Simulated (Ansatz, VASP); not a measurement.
# One calculation of KH5, two programs

INCAR

```
  PREC = Accurate
  ENCUT = 600
  EDIFF = 1E-7
  ISMEAR = 0
  SIGMA = 0.1
  LREAL = F
  LASPH = T
  NELM = 80
  ALGO = Normal
  ISIF = 3
  LWAVE = F
  LCHARG = F
  GGA = PE
  IBRION = 2
  NSW = 90
  EDIFFG = -0.04
```

KPOINTS

```
regular mesh
0
Gamma
  6 6 4
```

POSCAR

```
KH5
1.0
    3.6331256000      0.0000000000      0.0000000000
   -1.8165628000      3.1463790600      0.0000000000
    0.0000000000      0.0000000000      6.0218562700
K H
1 5
Direct
    0.3333333300      0.6666666700      0.9906545000
    0.3333333300      0.6666666700      0.3057328000
    0.1304549900      0.8695450100      0.7047595500
    0.1304549900      0.2609099800      0.7047595500
    0.7390900200      0.8695450100      0.7047595500
    0.0000000000      0.0000000000      0.8978434700
```

Input for Ansatz:

```yaml
crystal:
  lattice:
    - [3.6331256, 0.0, 0.0]
    - [-1.8165628, 3.14637906, 0.0]
    - [0.0, 0.0, 6.02185627]
  atoms:
    - { symbol: K, position: [0.33333333, 0.66666667, 0.9906545] }
    - { symbol: H, position: [0.33333333, 0.66666667, 0.3057328] }
    - { symbol: H, position: [0.13045499, 0.86954501, 0.70475955] }
    - { symbol: H, position: [0.13045499, 0.26090998, 0.70475955] }
    - { symbol: H, position: [0.73909002, 0.86954501, 0.70475955] }
    - { symbol: H, position: [0.0, 0.0, 0.89784347] }
basis:
  ecutwfc: 420
kpoints:
  mp_grid: { grid: [6, 6, 4] }
hamiltonian:
  xc: pbe
scf:
  occupations: { method: gaussian, width: 0.1 }
  lower_state_search: "off"
output:
  forces: true
  stress: true
  eigenvalues: true
relax:
  adjacent_minimum: "off"
  f_tol: 0.04
  max_steps: 70
  cell: { stress_tol: 0.4 }
```

Alike in both runs: task relaxation of cell and atoms; functional PBE; k mesh 6 × 6 × 4; occupations gaussian, width 0.1 eV; no spin polarisation.

|  | VASP | Ansatz |
| --- | --- | --- |
| version | VASP 6.6.1 | Ansatz 0.2.0 |
| potentials or method | VASP PAW PBE potentials, release 64 (K_sv, H), cutoff 600 eV | scalar-relativistic, plane waves, PAW |
| valence electrons in the cell | 14 | 14 |

```tsv
	VASP	Ansatz	Ansatz less VASP
gap on the k mesh at the Fermi level, each at its own relaxed structure (eV)	1.01	1.04	+0.032
relaxed volume (Å³/atom)	13.63	13.29	-0.339
relaxed cell length with the largest relative difference (Å)	3.841	3.796	-0.0441
```

Noted on VASP's run: the volume moved by over 15 % at a fixed basis, so the end points are rough.
